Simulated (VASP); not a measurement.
Here is a VASP 6.6.1 calculation.

INCAR

```
ALGO = Normal ; EDIFF = 1E-6
EDIFFG = -0.04 ; ENCUT = 600
GGA = PE ; IBRION = 2
ISIF = 3 ; ISMEAR = 0
LASPH = T ; LCHARG = F
LREAL = F ; LWAVE = F
NELM = 60 ; NSW = 90
PREC = Accurate ; SIGMA = 0.1
```

Contents of KPOINTS:

```
k-points
0
Gamma
  6 6 6
```

Contents of POSCAR:

```
Rb3Cl
1.0
   -2.5585612047      2.5585612047      5.7152276261
    2.5585612047     -2.5585612047      5.7152276261
    2.5585612047      2.5585612047     -5.7152276261
Rb Cl
3 1
Direct
    0.5000000000      0.5000000000      0.0000000000
    0.2500000000      0.7500000000      0.5000000000
    0.7500000000      0.2500000000      0.5000000000
    0.0000000000      0.0000000000      0.0000000000
```

Potentials or basis: VASP PAW PBE potentials, release 64 (Rb_sv, Cl).

The run is started by

```bash
$ cat potpaw_PBE.64/Rb_sv/POTCAR potpaw_PBE.64/Cl/POTCAR > POTCAR
$ mpirun -np 1 vasp_std > vasp.out
```

Problem. What does it give for the space group after relaxing (to 0.1 Å)?

Solution. I4/mmm (No. 139).

Problem. What does it give for the relaxed cell?

Solution. a = 8.320 Å, b = 8.320 Å, c = 8.320 Å, α = 139.26°, β = 139.26°, γ = 58.98°.

Problem. Predict the band gap on the k mesh.

Solution. Zero (bands 17 and 18 overlap by 0.51 eV).

Problem. Predict the relaxed volume.

Solution. 60.74 Å³/atom.

Step by step:
```tsv
step	energy change (eV)	largest force (eV/Å)	pressure (GPa)	volume (Å³)
1	0.0000	0.0000	5.10	149.65
2	-0.6231	0.0000	2.43	176.95
3	-0.9693	0.0000	0.57	217.11
4	-1.0081	0.0000	0.12	235.17
5	-1.0113	0.0000	0.00	242.07
6	-1.0112	0.0000	-0.04	244.23
7	-1.0142	0.0000	-0.03	244.16
8	-1.0220	0.0000	-0.02	243.87
9	-1.0307	0.0000	0.04	242.95
```

Caveat: the volume moved by over 15 % at a fixed basis, so the end points are rough.
